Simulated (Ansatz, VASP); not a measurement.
Mo3N in VASP and in Ansatz

```xyz
4
Lattice="3.6858 0.0000 0.0000 0.0000 3.6858 0.0000 0.0000 0.0000 3.6858" Properties=species:S:1:pos:R:3 pbc="T T T"
Mo    0.0000    1.8429    1.8429
Mo    1.8429    0.0000    1.8429
Mo    1.8429    1.8429    0.0000
N     0.0000    0.0000    0.0000
```

Alike in both runs: task single point; functional PBE; k mesh 6 × 6 × 6; occupations gaussian, width 0.1 eV; collinear spin.

|  | VASP | Ansatz |
| --- | --- | --- |
| version | VASP 6.6.1 | Ansatz 0.2.0 |
| potentials or method | VASP PAW PBE potentials, release 64 (Mo_sv, N), cutoff 520 eV | scalar-relativistic, plane waves, PAW |
| valence electrons in the cell | 47 | 47 |

```tsv
	VASP	Ansatz	Ansatz less VASP
gap on the k mesh at the Fermi level (eV)	none	none	-
pressure (GPa)	24.3	23.6	-0.69
net moment per atom (μB)	0.00	0.00	0.000
```

A gap of «none» marks a metal or a gap that the smearing closes. Ansatz's warnings: seeded moment not kept.
